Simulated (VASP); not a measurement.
## NaCl: single point with PBE

The system is NaCl.

```
Cl Na
1.0
     3.50219    0.00000    0.00000
     0.00000    3.50219    0.00000
     0.00000    0.00000    3.50219
Cl Na
1 1
Direct
  0.50000 0.50000 0.50000
  0.00000 0.00000 0.00000
```

| Item | Value |
| --- | --- |
| Program | VASP 6.6.1 |
| Task | single point |
| Functional | PBE |
| Potentials or basis | VASP PAW PBE potentials, release 64 (Cl, Na_pv) |
| Cutoff | 500 eV |
| k mesh | 8 × 8 × 8 |
| Occupations | gaussian, width 0.029 eV |
| Spin | no spin polarisation |
| Dipole correction | no |
| Further INCAR settings | ALGO = Normal; EDIFF = 1e-06; NBANDS = 14 |

```
Pressure               : 0.0 GPa
Band gap on the k mesh : 3.98 eV, indirect (least direct gap 4.47 eV)
```

Levels at points of the mesh, in eV from the valence-band top:
```
           k point  band 4  band 5  band 6  band 7  band 8  band 9  band 10  band 11
(0.00, 0.00, 0.00)  -13.38   -0.49   -0.49   -0.49    3.98    8.58     8.58    15.69
(0.50, 0.00, 0.00)  -13.02   -2.94   -0.26   -0.26    6.92    8.56    10.51    11.84
(0.50, 0.50, 0.00)  -12.75   -2.26   -2.26    0.00    5.54    9.88    11.03    11.03
(0.50, 0.50, 0.50)  -12.48   -1.84   -1.84   -1.84    7.12    7.12     7.12    11.65
```

Wall time 23 s on 1 thread of Intel Xeon 8259CL (shared host), peak memory 0.16 GiB.

A k mesh can miss the band edges. PBE gaps usually lie below the measured ones, often by a third to a half.
